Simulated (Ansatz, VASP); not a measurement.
One calculation of In, two programs

```
CELL_PARAMETERS angstrom
-1.57737 1.57737 2.43684
1.57737 -1.57737 2.43684
1.57737 1.57737 -2.43684
ATOMIC_POSITIONS crystal
In 0.00000 0.00000 0.00000
```

Change from the starting cell: strain -0.030 along x and y, -0.015 along z, atoms carried along.

Alike in both runs: task single point; functional PBE; k mesh 20 × 20 × 20; occupations gaussian, width 0.15 eV; no spin polarisation.

|  | VASP | Ansatz |
| --- | --- | --- |
| version | VASP 6.6.1 | Ansatz 0.2.0 |
| potentials or method | VASP PAW PBE potentials, release 64 (In_d), cutoff 520 eV | scalar-relativistic, plane waves, PAW |
| valence electrons in the cell | 13 | 13 |

```csv
,VASP,Ansatz,Ansatz less VASP
gap on the k mesh at the Fermi level (eV),none,none,-
pressure (GPa),6.1,6.1,+0.01
"traceless stress, the component that is largest in VASP (GPa)",-0.15,-0.14,+0.007
```

A gap of «none» marks a metal or a gap that the smearing closes.
